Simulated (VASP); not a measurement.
Crystal: Na.

```
Na
1.0
     3.81657    0.00000    0.00000
    -1.90829    3.30525    0.00000
     0.00000    0.00000    6.23498
Na
2
Direct
  0.66667 0.33333 0.75000
  0.33333 0.66667 0.25000
```

Base run:

| Item | Value |
| --- | --- |
| Program | VASP 6.6.1 |
| Functional | LDA |
| Potentials or basis | VASP PAW LDA potentials, release 64 (Na_pv) |
| Cutoff | 520 eV |
| k mesh | 8 × 8 × 5 |
| Occupations | fermi-dirac, width 0.05 eV |
| Spin | no spin polarisation |

Its results: band gap on the k mesh zero (band 7 reaches 1.43 eV, above the bottom of band 8 at -1.74 eV); pressure -1.1 GPa.

Question: The run is repeated on the same cell with these changes: functional from LDA to PBEsol; potentials or basis from VASP PAW LDA potentials, release 64 (Na_pv) to VASP PAW PBE potentials, release 64 (Na_pv). What comes out?

Answer: Band gap on the k mesh zero (band 7 reaches 1.54 eV, above the bottom of band 8 at -1.59 eV); pressure -0.5 GPa.

Caveats: the PAW data sets were made with another functional, which shifts forces and pressure a little (some runs).
